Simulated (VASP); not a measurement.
# BN (P6_3mc) in VASP: single point with r2SCAN

Aim: the single point of BN with r2SCAN.

Everything below comes from runs of VASP 6.6.1. Logs are shortened: lines on timing, memory, paths and dates and some standing lists are left out, and cuts for length are marked.

### Step 1. The cell of the first run

It takes space group P6_3mc (No. 186, hexagonal). Conventional cell: a = 2.544 Å, b = 2.544 Å, c = 4.208 Å, α = 90.00°, β = 90.00°, γ = 120.00°. Within 2.1 Å of B (site symmetry 3m) lie 4 N at 1.56 to 1.58 Å. Within 2.1 Å of N (site symmetry 3m) lie 4 B at 1.56 to 1.58 Å.

### Step 2. Single point, r2SCAN

The input, POSCAR:

```
BN
1.0
    1.2719797420     -2.2031649329      4.2077571335
    1.2720071024     -2.2031496701     -4.2077574130
    2.5439869588      4.4063146691     -0.0000162624
B N
8 8
Direct
    0.1665651940      0.1667660515      0.3333310097
    0.6665651940      0.6667660515      0.3333310097
    0.1665651940      0.1667660515      0.8333310097
    0.6665651940      0.6667660515      0.8333310097
    0.5832339112      0.0834343811      0.1666685396
    0.0832339112      0.5834343811      0.1666685396
    0.5832339112      0.0834343811      0.6666685396
    0.0832339112      0.5834343811      0.6666685396
    0.9792672780      0.3540669711      0.3333343558
    0.4792672780      0.8540669711      0.3333343558
    0.9792672780      0.3540669711      0.8333343558
    0.4792672780      0.8540669711      0.8333343558
    0.3959336168      0.2707325963      0.1666660949
    0.8959336168      0.7707325963      0.1666660949
    0.3959336168      0.2707325963      0.6666660949
    0.8959336168      0.7707325963      0.6666660949
```

The input, INCAR.step1:

```
SYSTEM = BN
ALGO = Normal ; EDIFF = 1E-5
ENCUT = 660 ; GGA = PE
GGA_COMPAT = .False. ; ISMEAR = 0
LASPH = .True. ; LCHARG = .False.
LREAL = .False. ; LWAVE = .True.
NBANDS = 46 ; NELM = 120
PREC = Accurate ; SIGMA = 0.05
```

The input, INCAR.step2:

```
SYSTEM = BN
ALGO = Normal ; EDIFF = 1E-6
ENCUT = 660 ; GGA_COMPAT = .False.
ISIF = 2 ; ISMEAR = 0
ISTART = 1 ; LASPH = .True.
LCHARG = .False. ; LMIXTAU = .True.
LREAL = .False. ; LWAVE = .False.
METAGGA = R2SCAN ; NBANDS = 46
NELM = 120 ; PREC = Accurate
SIGMA = 0.05
```

The input, KPOINTS:

```
k-points
0
Gamma
  6 6 6
  0 0 0
```

Potentials or basis: VASP PAW PBE potentials, release 64 (B, N).

The run is started by

```
cat potpaw_PBE.64/B/POTCAR potpaw_PBE.64/N/POTCAR > POTCAR
cp INCAR.step1 INCAR
mpirun -np 1 vasp_std > vasp.out
cp INCAR.step2 INCAR
mpirun -np 1 vasp_std > vasp.out
```

OUTCAR:

```text
SYSTEM = BN
   EDIFF = 1E-6
   ENCUT = 660
   ISIF = 2
   ISMEAR = 0
   ISTART = 1
   LASPH = .True.
   LREAL = .False.
   METAGGA = R2SCAN
   NELM = 120
   PREC = Accurate

 ion  position               nearest neighbor table
   1  0.167  0.167  0.333-  13 1.56  14 1.56  15 1.56   9 1.58
   2  0.667  0.667  0.333-  14 1.56  13 1.56  16 1.56  10 1.58
   3  0.167  0.167  0.833-  15 1.56  16 1.56  13 1.56  11 1.58
   4  0.667  0.667  0.833-  16 1.56  15 1.56  14 1.56  12 1.58
   5  0.583  0.083  0.167-  10 1.56   9 1.56  12 1.56  13 1.58
   6  0.083  0.583  0.167-   9 1.56  10 1.56  11 1.56  14 1.58
[... 8 lines left out ...]
  15  0.396  0.271  0.667-   3 1.56   4 1.56   1 1.56   7 1.58
  16  0.896  0.771  0.667-   4 1.56   3 1.56   2 1.56   8 1.58

  LATTYP: Found a face centered orthorhombic cell.
 ALAT       =     5.0879738055
 B/A-ratio  =     1.6540011542
 C/A-ratio  =     1.7320508330

  Lattice vectors:

 A1 = (   3.8159940612,   2.2031649990,  -4.2077736754)
 A2 = (   5.0879738032,   0.0000000661,  -0.0000165419)
 A3 = (   1.2720071024,  -2.2031496701,  -4.2077574130)

Analysis of symmetry for initial positions (statically):
=====================================================================
 Subroutine PRICEL returns following result:

  LATTYP: Found a hexagonal cell.
 ALAT       =     2.5439869600
 C/A-ratio  =     1.6540011169

  Lattice vectors:

 A1 = (  -1.2719934794,  -2.2031573346,   0.0000081312)
 A2 = (  -1.2719934222,   2.2031573015,   0.0000001398)
 A3 = (   0.0000136802,   0.0000076314,  -4.2077572732)

   4 primitive cells build up your supercell.

 Routine SETGRP: Setting up the symmetry group for a
 face centered orthorhombic supercell.

 Subroutine GETGRP returns: Found  4 space group operations
 (whereof  2 operations were pure point group operations)
 out of a pool of  8 trial point group operations.

The static configuration has the point symmetry C_1h.
 The point group associated with its full space group is C_2v.

Analysis of symmetry for dynamics (positions and initial velocities):
=====================================================================
 Subroutine PRICEL returns following result:

  LATTYP: Found a hexagonal cell.
 ALAT       =     2.5439869600
 C/A-ratio  =     1.6540011169

  Lattice vectors:

 A1 = (  -1.2719934794,  -2.2031573346,   0.0000081312)
 A2 = (  -1.2719934222,   2.2031573015,   0.0000001398)
 A3 = (   0.0000136802,   0.0000076314,  -4.2077572732)

   4 primitive cells build up your supercell.

 Routine SETGRP: Setting up the symmetry group for a
 face centered orthorhombic supercell.

 Subroutine GETGRP returns: Found  4 space group operations
 (whereof  2 operations were pure point group operations)
 out of a pool of  8 trial point group operations.

The dynamic configuration has the point symmetry C_1h.
 The point group associated with its full space group is C_2v.

 Subroutine INISYM returns: Found  4 space group operations
 (whereof  2 operations are pure point group operations),
 and found     4 'primitive' translations

----------------------------------------------------------------------------------------

                                     Primitive cell

  volume of cell :      23.5837

  direct lattice vectors                    reciprocal lattice vectors
    -1.271993479 -2.203157335  0.000008131    -0.393083782 -0.226947020 -0.000001690
    -1.271993422  2.203157302  0.000000140    -0.393083788  0.226947031 -0.000000866
     0.000013680  0.000007631 -4.207757273    -0.000000773 -0.000000431 -0.237656294

  length of vectors
     2.543986960  2.543986903  4.207757273     0.453894051  0.453894061  0.237656294

  position of ions in fractional coordinates (direct lattice)
     0.333337981  0.666668755  0.000200857
     0.666662921  0.333331708  0.500200470
     0.333331288  0.666665751  0.374799693
     0.666667810  0.333333787  0.874798979

  ion indices of the primitive-cell ions
   primitive index   ion index
                 1           1
                 2           6
                 3           9
                 4          13

----------------------------------------------------------------------------------------

 KPOINTS: k-points

Automatic generation of k-mesh.
 Grid dimensions read from file:
 generate k-points for:    6    6    6

 Generating k-lattice:

  Cartesian coordinates                     Fractional coordinates (reciprocal lattice)
     0.032757047 -0.018912217  0.019804763     0.166666667  0.000000000 -0.000000000
     0.032756918 -0.018912288 -0.019804619     0.000000000  0.166666667  0.000000000
     0.032756982  0.018912252  0.000000141    -0.000000000  0.000000000  0.166666667

  Length of vectors
     0.042695722  0.042695588  0.037824504

  Shift w.r.t. Gamma in fractional coordinates (k-lattice)
     0.000000000  0.000000000  0.000000000

 Subroutine IBZKPT returns following result:
 ===========================================

 Found     46 irreducible k-points:

 Following reciprocal coordinates:
            Coordinates               Weight
  0.000000  0.000000  0.000000      1.000000
  0.166667 -0.000000 -0.000000      8.000000
  0.333333  0.000000  0.000000      8.000000
  0.500000 -0.000000 -0.000000      4.000000
  0.166667  0.166667 -0.000000      4.000000
  0.333333  0.166667 -0.000000      8.000000
[... 16 lines left out ...]
  0.333333  0.333333  0.166667      2.000000
 -0.333333  0.333333  0.166667      4.000000
 [... further k-points ...]
   k-points           NKPTS =     46   k-points in BZ     NKDIM =     46   number of bands    NBANDS=     46
   number of dos      NEDOS =    301   number of ions     NIONS =     16
   total plane-waves  NPLWV =  84672
   dimension x,y,z NGX =    42 NGY =   42 NGZ =   48
   dimension x,y,z NGXF=    84 NGYF=   84 NGZF=   96
   ions per type =               8   8
   NGX,Y,Z   is equivalent  to a cutoff of  14.20, 14.20, 15.68 a.u.
   NGXF,Y,Z  is equivalent  to a cutoff of  28.40, 28.40, 31.37 a.u.
 SYSTEM =  BN
   PREC   = accura    normal or accurate (medium, high low for compatibility)
   ISTART =      1    job   : 0-new  1-cont  2-samecut
   ICHARG =      0    charge: 1-file 2-atom 10-const
   ISPIN  =      1    spin polarized calculation?
   LNONCOLLINEAR =      F non collinear calculations
   LSORBIT =      F    spin-orbit coupling
   LASPH  =      T    aspherical Exc in radial PAW
   ENCUT  =  660.0 eV  48.51 Ry    6.96 a.u.  10.30 10.30 10.66*2*pi/ulx,y,z
   NELM   =    120;   NELMIN=  2; NELMDL=  0     # of ELM steps
   EDIFF  = 0.1E-05   stopping-criterion for ELM
   LREAL  =      F    real-space projection
   EDIFFG = 0.1E-04   stopping-criterion for IOM
   NSW    =      0    number of steps for IOM
   IBRION =     -1    ionic relax: 0-MD 1-quasi-New 2-CG
   NFREE  =      0    steps in history (QN), initial steepest desc. (CG)
   ISIF   =      2    stress and relaxation
   ISYM   =      2    0-nonsym 1-usesym 2-fastsym
   POTIM  = 0.5000    time-step for ionic-motion
   TEBEG  =    0.0;   TEEND  =   0.0 temperature during run
   PSTRESS=    0.0 pullay stress
   NELECT =      64.0000    total number of electrons
   NUPDOWN=      -1.0000    fix difference up-down
   EMIN   =  10.00;   EMAX   =-10.00  energy-range for DOS
   EFERMI =   0.00;   METHOD = LEGACY
   ISMEAR =     0;   SIGMA  =   0.05  broadening in eV -4-tet -1-fermi 0-gaus
   EFERMI_NEDOS =   21; number of points for ismear=-14 and -15
   IALGO  =     38    algorithm
   IMIX   =      4    mixing-type and parameters
     AMIX     =   0.40;   BMIX     =  1.00
     AMIX_MAG =   1.60;   BMIX_MAG =  1.00
  volume/ion in A,a.u.               =       5.90        39.79
  Fermi-wavevector in a.u.,A,eV,Ry     =   1.438504  2.718379 28.154459  2.069294
  Thomas-Fermi vector in A             =   2.557464
   LORBIT       =      0    0 simple, 1 ext, 2 COOP (PROOUT), +10 PAW based schemes
   METAGGA = R2SCAN    functional components
   LHFCALC =     F    Hartree Fock is set to
   AEXX    =    0.0000 exact exchange contribution
   IVDW    =     0    specifies the selected vdW correction
   LEPSILON=     F    determine dielectric tensor
   LRPA    =     F    only Hartree local field effects (RPA)
 non-spin polarized calculation
 Gauss-broadening in eV      SIGMA  =   0.05
  energy-cutoff  :      660.00
  volume of cell :       94.33
 maximum number of plane-waves:      3670
 NGX is ok and might be reduce to    42
   NGX = 21   NGY = 21   NGZ = 21

 number of electron      63.9999998 magnetization

 Free energy of the ion-electron system (eV)
  ---------------------------------------------------
  ext. energy  EPLUGINS =         0.00000000
  ---------------------------------------------------
  free energy    TOTEN  =      -153.09025330 eV

  energy without entropy =     -153.09025330  energy(sigma->0) =     -153.09025330

 E-fermi :   7.7120     XC(G=0): -13.6450

 val. band max:        7.4255343810   @ k =   0.0000   0.0000   0.0000
 cond. band min:      13.1447305937   @ k =  -0.3333  -0.3333   0.3333
 fundamental gap:      5.7191962127
 Fermi energy:         7.7120279649

 k-point     1 :       0.0000    0.0000    0.0000
  band No.  band energies     occupation
      1     -14.0664      2.00000
      2      -9.8834      2.00000
      3      -9.8264      2.00000
      4      -9.1102      2.00000
      5      -9.1102      2.00000
      6      -9.1102      2.00000
[... 36 lines left out ...]
     43      18.1441      0.00000
     44      18.1441      0.00000

 k-point     2 :       0.1667   -0.0000   -0.0000
  band No.  band energies     occupation
      1     -13.8667      2.00000
      2      -9.9822      2.00000
      3      -9.8602      2.00000
      4      -9.8177      2.00000
      5      -9.3767      2.00000
      6      -9.2149      2.00000
[... 1026 lines left out ...]
 k-point    24 :      -0.3333    0.3333    0.1667
  band No.  band energies     occupation
      1     -13.2299      2.00000
      2     -11.3530      2.00000
      3     -10.0788      2.00000
      4      -9.8987      2.00000
      5      -9.8987      2.00000
      6      -8.9151      2.00000
[... 36 lines left out ...]
     43      18.4721      0.00000
     44      18.8743      0.00000

 [... further k-points ...]

 [bands above 44 left out]

------------------------ aborting loop because EDIFF is reached ----------------------------------------

  FORCE on cell =-STRESS in cart. coord.  units (eV):
  Direction    XX          YY          ZZ          XY          YZ          ZX
  --------------------------------------------------------------------------------------
  -------------------------------------------------------------------------------------
  Total        0.6875225      0.6873453      0.6961073      0.0001535     -0.0000025     -0.0000045
  in kB       11.6768702     11.6738608     11.8226738      0.0026068     -0.0000426     -0.0000764
  external PRESSURE =      11.7244683 kB  Pullay stress =       0.0000000 kB

 VOLUME and BASIS-vectors are now :
 -----------------------------------------------------------------------------
  energy-cutoff  :      660.00
  volume of cell :       94.33
      direct lattice vectors                 reciprocal lattice vectors
     1.271979742 -2.203164933  4.207757134     0.196542280 -0.113473300  0.118828580
     1.272007102 -2.203149670 -4.207757413     0.196541508 -0.113473731 -0.118827714
     2.543986959  4.406314669 -0.000016262     0.196541891  0.113473510  0.000000845

 POSITION                                       TOTAL-FORCE (eV/Angst)
 -----------------------------------------------------------------------------------
      1.27198      0.73438     -0.00085         0.000178      0.000103     -0.003064
      2.54398     -1.46878     -0.00085         0.000178      0.000103     -0.003064
      2.54398      2.93754     -0.00086         0.000178      0.000103     -0.003064
      3.81597      0.73438     -0.00086         0.000178      0.000103     -0.003064
      1.27199     -0.73438      2.10303        -0.000178     -0.000102     -0.003064
      1.27201     -0.73438     -2.10472        -0.000178     -0.000102     -0.003064
[... 8 lines left out ...]
      2.54398      1.46877      0.52680        -0.000021     -0.000012      0.003064
      3.81598     -0.73439      0.52680        -0.000021     -0.000012      0.003064
 -----------------------------------------------------------------------------------
    total drift:                               -0.007315     -0.005649     -0.000248

  FREE ENERGIE OF THE ION-ELECTRON SYSTEM (eV)
  ---------------------------------------------------
  free  energy   TOTEN  =      -153.0902533020 eV

  energy  without entropy=     -153.0902533020  energy(sigma->0) =     -153.09025330
```

Run time: 33 min. Hardware: 1 thread of Intel Xeon 8259CL, shared host; peak memory 0.43 GiB.

Results:

```yaml
Free_energy: -153.0903 eV
Pressure: 1.2 GPa
Largest_force: 0.003 eV/Å
Band_gap_on_the_k_mesh: 5.72 eV
```

Forces in eV/Å, atoms in the order of the input:
```
B    0.000  0.000 -0.003
B    0.000  0.000 -0.003
B    0.000  0.000 -0.003
B    0.000  0.000 -0.003
B    0.000  0.000 -0.003
B    0.000  0.000 -0.003
B    0.000  0.000 -0.003
B    0.000  0.000 -0.003
N    0.000  0.000  0.003
N    0.000  0.000  0.003
N    0.000  0.000  0.003
N    0.000  0.000  0.003
N    0.000  0.000  0.003
N    0.000  0.000  0.003
N    0.000  0.000  0.003
N    0.000  0.000  0.003
```

Caveat: the PAW data sets were made with another functional, which shifts forces and pressure a little.
